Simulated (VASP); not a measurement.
# B3C2Br (P-3m1) in VASP: notebook

Runs on B3C2Br. Level: PBE. Tasks: single point.

All numbers are computed with VASP 6.6.1; they aren't measurements. Logs are shortened: lines on timing, memory, paths and dates and some standing lists are left out, and cuts for length are marked.

### Step 1. The cell of the first run

Symmetry: P-3m1, No. 164, trigonal system. The conventional cell has a = 2.736 Å, b = 2.736 Å, c = 10.942 Å, α = 90.00°, β = 90.00°, γ = 120.00°. Within 2.1 Å of B (site symmetry 3m) lie 3 C at 1.58 Å. Within 2.9 Å of B (site symmetry -3m) lie 6 C at 2.18 Å and 12 B at 2.21 to 2.74 Å. C (site symmetry 3m) has 6 B at 1.58 to 2.18 Å within 2.2 Å. Br (site symmetry -3m) has 6 Br at 2.74 Å within 3.6 Å.

The cell was generated, and may not be a known phase.

### Step 2. Single point, PBE, collinear spin

The input, INCAR:

```
SYSTEM = B3C2Br
PREC     = Accurate       ! precision mode
ENCUT    = 520            ! plane-wave cutoff, eV
EDIFF    = 1E-6           ! SCF threshold, eV
ISMEAR   = 0              ! smearing method
SIGMA    = 0.1            ! smearing width, eV
LREAL    = .False.        ! projectors in reciprocal space
LASPH    = .True.         ! aspherical terms in the spheres
NELM     = 150            ! most SCF steps
ALGO     = Normal         ! electronic algorithm
ISIF     = 2              ! what is computed and relaxed
LWAVE    = .False.        ! write WAVECAR
LCHARG   = .False.        ! write CHGCAR
ISPIN    = 2              ! spin polarisation
MAGMOM   = 0 0 0 1 1 0    ! initial moments
LORBIT   = 11             ! projections on sites
GGA      = PE             ! functional
NBANDS   = 25             ! bands
```

The input, KPOINTS:

```
Automatic mesh
0
Gamma
  6 6 2
  0 0 0
```

The input, POSCAR:

```
B3C2Br
1.0
    2.7360057003      0.0000000000      0.0000000000
   -1.3680028501      2.3694504413      0.0000000000
    0.0000000000      0.0000000000     10.9424724781
B C Br
3 2 1
Direct
    0.6666666667      0.3333333333      0.3585667477
    0.3333333333      0.6666666667      0.6414332523
    0.0000000000      0.0000000000      0.5000000000
    0.6666666667      0.3333333333      0.6367468666
    0.3333333333      0.6666666667      0.3632531334
    0.0000000000      0.0000000000      0.0000000000
```

Potentials or basis: VASP PAW PBE potentials, release 64 (B, C, Br).

Command:

```sh
cat potpaw_PBE.64/B/POTCAR potpaw_PBE.64/C/POTCAR potpaw_PBE.64/Br/POTCAR > POTCAR
mpirun -np 1 vasp_std > vasp.out
```

OUTCAR:

```text
SYSTEM = B3C2Br
   PREC = Accurate
   ENCUT = 520
   EDIFF = 1E-6
   ISMEAR = 0
   LREAL = .False.
   LASPH = .True.
   NELM = 150
   ISIF = 2
   ISPIN = 2
   LORBIT = 11
   GGA = PE

 ion  position               nearest neighbor table
   1  0.667  0.333  0.359-   5 1.58   5 1.58   5 1.58
   2  0.333  0.667  0.641-   4 1.58   4 1.58   4 1.58
   3  0.000  0.000  0.500-
   4  0.667  0.333  0.637-   2 1.58   2 1.58   2 1.58
   5  0.333  0.667  0.363-   1 1.58   1 1.58   1 1.58
   6  0.000  0.000  0.000-

  LATTYP: Found a hexagonal cell.
 ALAT       =     2.7360057003
 C/A-ratio  =     3.9994333626

  Lattice vectors:

 A1 = (   2.7360057003,   0.0000000000,   0.0000000000)
 A2 = (  -1.3680028501,   2.3694504413,   0.0000000000)
 A3 = (   0.0000000000,   0.0000000000,  10.9424724781)

Analysis of symmetry for initial positions (statically):
=====================================================================
 Subroutine PRICEL returns:
 Original cell was already a primitive cell.

 Routine SETGRP: Setting up the symmetry group for a
 hexagonal supercell.

 Subroutine GETGRP returns: Found 12 space group operations
 (whereof 12 operations were pure point group operations)
 out of a pool of 24 trial point group operations.

The static configuration has the point symmetry D_3d.

Analysis of symmetry for dynamics (positions and initial velocities):
=====================================================================
 Subroutine PRICEL returns:
 Original cell was already a primitive cell.

 Routine SETGRP: Setting up the symmetry group for a
 hexagonal supercell.

 Subroutine GETGRP returns: Found 12 space group operations
 (whereof 12 operations were pure point group operations)
 out of a pool of 24 trial point group operations.

The dynamic configuration has the point symmetry D_3d.

Analysis of structural, dynamic, and magnetic symmetry:
=====================================================================
 Subroutine PRICEL returns:
 Original cell was already a primitive cell.

 Routine SETGRP: Setting up the symmetry group for a
 hexagonal supercell.

 Subroutine GETGRP returns: Found 12 space group operations
 (whereof 12 operations were pure point group operations)
 out of a pool of 24 trial point group operations.

The overall configuration has the point symmetry D_3d.

 Subroutine INISYM returns: Found 12 space group operations
 (whereof 12 operations are pure point group operations),
 and found     1 'primitive' translations

----------------------------------------------------------------------------------------

                                     Primitive cell

  volume of cell :      70.9382

  direct lattice vectors                    reciprocal lattice vectors
     2.736005700  0.000000000  0.000000000     0.365496315  0.211019396  0.000000000
    -1.368002850  2.369450441  0.000000000     0.000000000  0.422038791  0.000000000
     0.000000000  0.000000000 10.942472478     0.000000000  0.000000000  0.091387024

  length of vectors
     2.736005700  2.736005700 10.942472478     0.422038791  0.422038791  0.091387024

  position of ions in fractional coordinates (direct lattice)
     0.666666667  0.333333333  0.358566748
     0.333333333  0.666666667  0.641433252
     0.000000000  0.000000000  0.500000000
     0.666666667  0.333333333  0.636746867
     0.333333333  0.666666667  0.363253133
     0.000000000  0.000000000  0.000000000

  ion indices of the primitive-cell ions
   primitive index   ion index
                 1           1
                 2           2
                 3           3
                 4           4
                 5           5
                 6           6

----------------------------------------------------------------------------------------

 KPOINTS: Automatic mesh

Automatic generation of k-mesh.
[... 29 lines left out ...]
  0.333333  0.333333  0.000000      2.000000
  0.000000  0.000000  0.500000      1.000000
  0.166667  0.000000  0.500000      6.000000
  0.333333  0.000000  0.500000      6.000000
  0.500000  0.000000  0.500000      3.000000
  0.166667  0.166667  0.500000      6.000000
  0.333333  0.166667  0.500000     12.000000
  0.333333  0.333333  0.500000      2.000000
   k-points           NKPTS =     14   k-points in BZ     NKDIM =     14   number of bands    NBANDS=     25
   number of dos      NEDOS =    301   number of ions     NIONS =      6
   total plane-waves  NPLWV =  33600
   dimension x,y,z NGX =    20 NGY =   20 NGZ =   84
   dimension x,y,z NGXF=    40 NGYF=   40 NGZF=  168
   ions per type =               3   2   1
   NGX,Y,Z   is equivalent  to a cutoff of  12.15, 12.15, 12.76 a.u.
   NGXF,Y,Z  is equivalent  to a cutoff of  24.30, 24.30, 25.52 a.u.
 SYSTEM =  B3C2Br
   PREC   = accura    normal or accurate (medium, high low for compatibility)
   ISTART =      0    job   : 0-new  1-cont  2-samecut
   ICHARG =      2    charge: 1-file 2-atom 10-const
   ISPIN  =      2    spin polarized calculation?
   LNONCOLLINEAR =      F non collinear calculations
   LSORBIT =      F    spin-orbit coupling
   LASPH  =      T    aspherical Exc in radial PAW
   ENCUT  =  520.0 eV  38.22 Ry    6.18 a.u.   5.09  5.09 20.35*2*pi/ulx,y,z
   NELM   =    150;   NELMIN=  2; NELMDL= -5     # of ELM steps
   EDIFF  = 0.1E-05   stopping-criterion for ELM
   LREAL  =      F    real-space projection
   EDIFFG = 0.1E-04   stopping-criterion for IOM
   NSW    =      0    number of steps for IOM
   IBRION =     -1    ionic relax: 0-MD 1-quasi-New 2-CG
   NFREE  =      0    steps in history (QN), initial steepest desc. (CG)
   ISIF   =      2    stress and relaxation
   ISYM   =      2    0-nonsym 1-usesym 2-fastsym
   POTIM  = 0.5000    time-step for ionic-motion
   TEBEG  =    0.0;   TEEND  =   0.0 temperature during run
   PSTRESS=    0.0 pullay stress
   NELECT =      24.0000    total number of electrons
   NUPDOWN=      -1.0000    fix difference up-down
   EMIN   =  10.00;   EMAX   =-10.00  energy-range for DOS
   EFERMI =   0.00;   METHOD = LEGACY
   ISMEAR =     0;   SIGMA  =   0.10  broadening in eV -4-tet -1-fermi 0-gaus
   EFERMI_NEDOS =   21; number of points for ismear=-14 and -15
   IALGO  =     38    algorithm
   IMIX   =      4    mixing-type and parameters
     AMIX     =   0.40;   BMIX     =  1.00
     AMIX_MAG =   1.60;   BMIX_MAG =  1.00
  volume/ion in A,a.u.               =      11.82        79.79
  Fermi-wavevector in a.u.,A,eV,Ry     =   1.140736  2.155679 17.704976  1.301279
  Thomas-Fermi vector in A             =   2.277438
   LORBIT       =     11    0 simple, 1 ext, 2 COOP (PROOUT), +10 PAW based schemes
   GGA     = PE    functional components
   LHFCALC =     F    Hartree Fock is set to
   AEXX    =    0.0000 exact exchange contribution
   IVDW    =     0    specifies the selected vdW correction
   LEPSILON=     F    determine dielectric tensor
   LRPA    =     F    only Hartree local field effects (RPA)
 spin polarized calculation
 Gauss-broadening in eV      SIGMA  =   0.10
  energy-cutoff  :      520.00
  volume of cell :       70.94
 maximum number of plane-waves:      1924
   NGX = 11   NGY = 11   NGZ = 41

 number of electron      24.0000000 magnetization       0.0001646

 number of electron      24.0000000 magnetization      -0.0001016

 Free energy of the ion-electron system (eV)
  ---------------------------------------------------
  ext. energy  EPLUGINS =         0.00000000
  ---------------------------------------------------
  free energy    TOTEN  =       -35.13744112 eV

  energy without entropy =      -35.12981933  energy(sigma->0) =      -35.13363023

 E-fermi :   3.7015     XC(G=0):  -9.8147

 val. band max:        3.6055361296   @ k =   0.1667   0.0000   0.5000
 cond. band min:       3.7933639940   @ k =   0.3333   0.0000   0.5000
 fundamental gap:      0.1878278644
 Fermi energy:         3.7015381122

 spin component 1

 k-point     1 :       0.0000    0.0000    0.0000
  band No.  band energies     occupation
      1     -14.0181      1.00000
      2     -13.4187      1.00000
      3     -11.7861      1.00000
      4      -5.0785      1.00000
      5      -1.8674      1.00000
      6      -0.8325      1.00000
[... 367 lines left out ...]
     23      15.9175      0.00000
     24      15.9175      0.00000
 Fermi energy:         3.7015381122

 spin component 2

 k-point     1 :       0.0000    0.0000    0.0000
  band No.  band energies     occupation
      1     -14.0183      1.00000
      2     -13.4186      1.00000
      3     -11.7861      1.00000
      4      -5.0784      1.00000
      5      -1.8674      1.00000
      6      -0.8326      1.00000
[... 367 lines left out ...]
     23      15.9175      0.00000
     24      15.9175      0.00000
 [bands above 24 left out]

------------------------ aborting loop because EDIFF is reached ----------------------------------------

  FORCE on cell =-STRESS in cart. coord.  units (eV):
  Direction    XX          YY          ZZ          XY          YZ          ZX
  --------------------------------------------------------------------------------------
  -------------------------------------------------------------------------------------
  Total        0.0494873      0.0494873      0.1508065      0.0000000      0.0000000      0.0000000
  in kB        1.1176975      1.1176975      3.4060462      0.0000000      0.0000000      0.0000000
  external PRESSURE =       1.8804804 kB  Pullay stress =       0.0000000 kB

 VOLUME and BASIS-vectors are now :
 -----------------------------------------------------------------------------
  energy-cutoff  :      520.00
  volume of cell :       70.94
      direct lattice vectors                 reciprocal lattice vectors
     2.736005700  0.000000000  0.000000000     0.365496315  0.211019396  0.000000000
    -1.368002850  2.369450441  0.000000000     0.000000000  0.422038791  0.000000000
     0.000000000  0.000000000 10.942472478     0.000000000  0.000000000  0.091387024

 POSITION                                       TOTAL-FORCE (eV/Angst)
 -----------------------------------------------------------------------------------
      1.36800      0.78982      3.92361         0.000000     -0.000000      0.000649
     -0.00000      1.57963      7.01887         0.000000      0.000000     -0.000649
      0.00000      0.00000      5.47124        -0.000000      0.000000     -0.000000
      1.36800      0.78982      6.96759        -0.000000      0.000000      0.019095
     -0.00000      1.57963      3.97489         0.000000     -0.000000     -0.019095
      0.00000      0.00000      0.00000        -0.000000      0.000000     -0.000000
 -----------------------------------------------------------------------------------
    total drift:                                0.000000      0.000000     -0.000000

  FREE ENERGIE OF THE ION-ELECTRON SYSTEM (eV)
  ---------------------------------------------------
  free  energy   TOTEN  =       -35.1374411227 eV

  energy  without entropy=      -35.1298193275  energy(sigma->0) =      -35.13363023

 total charge

# of ion       s       p       d       tot
------------------------------------------
    1        0.714   1.304   0.000   2.018
    2        0.714   1.304   0.000   2.018
    3        0.718   0.723   0.000   1.441
    4        0.863   1.623   0.000   2.486
    5        0.863   1.623   0.000   2.486
    6        1.666   3.060   0.071   4.798
--------------------------------------------------
tot          5.539   9.637   0.071  15.246

 magnetization (x)

# of ion       s       p       d       tot
------------------------------------------
    1        0.000   0.000   0.000   0.000
    2        0.000   0.000   0.000   0.000
    3        0.000   0.000   0.000   0.000
    4       -0.000  -0.000   0.000  -0.000
    5       -0.000  -0.000   0.000  -0.000
    6       -0.000  -0.000  -0.000  -0.000
--------------------------------------------------
tot          0.000  -0.000  -0.000  -0.000
```

It took 27 s on 1 thread of Intel Xeon 6975P-C (Granite Rapids), shared host; peak memory 0.22 GiB.

What came out:

* Free energy: -35.1374 eV
* Pressure: 0.2 GPa
* Largest force: 0.019 eV/Å
* Band gap on the k mesh: zero (filled and empty bands overlap)
* Net moment: 0.00 μB per cell
* Valence electrons inside the program's atomic spheres: B 2.02, 1.44 (each value once); C 2.49; Br 4.80

Forces in eV/Å, atoms in the order of the input:
```
B    0.000  0.000  0.001
B    0.000  0.000 -0.001
B    0.000  0.000  0.000
C    0.000  0.000  0.019
C    0.000  0.000 -0.019
Br   0.000  0.000  0.000
```

Caveat: the k points lie up to 0.44 Å⁻¹ apart, too coarse for converged energies and pressures of a metal; this functional lacks dispersion, which binds layers or chains, so the pressure and a relaxed spacing across them are unreliable.

(Continued in part 2 of 2.)

The gap in the log of VASP goes by the Fermi energy; the results here count the filled bands.